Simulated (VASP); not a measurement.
ZrSi2, 24 atoms in the cell. The typed cell holds 24 atoms: a = 8.619 Å, b = 7.179 Å, c = 8.254 Å, α = 78.98°, β = 59.38°, γ = 69.77°. 

- Program: VASP 6.6.1
- Task: single point
- Functional: PBE
- Potentials or basis: VASP PAW PBE potentials, release 64 (Zr_sv, Si)
- Cutoff: 520 eV
- k mesh: 5 × 5 × 5
- Occupations: gaussian, width 0.1 eV
- Spin: no spin polarisation
- Dipole correction: no
- Further INCAR settings: LREAL = Auto; ALGO = Normal; EDIFF = 1e-06; NBANDS = 98

Potentials or basis: VASP PAW PBE potentials, release 64 (Zr_sv, Si).

The run is started by

```sh
$ cat potpaw_PBE.64/Zr_sv/POTCAR potpaw_PBE.64/Si/POTCAR > POTCAR
$ mpirun -np 1 vasp_std > vasp.out
```

Hardware: 1 × NVIDIA H100 80GB with 1 thread of AMD EPYC 7R13 Processor (Zen 3), with other jobs on the host.

How long does it take, and how much memory?

Run time: 13 min on 1 × NVIDIA H100 80GB with 1 thread of AMD EPYC 7R13 Processor (Zen 3), with other jobs on the host, peak memory 2.5 GiB. Counts: scf iterations 15, k points 63.
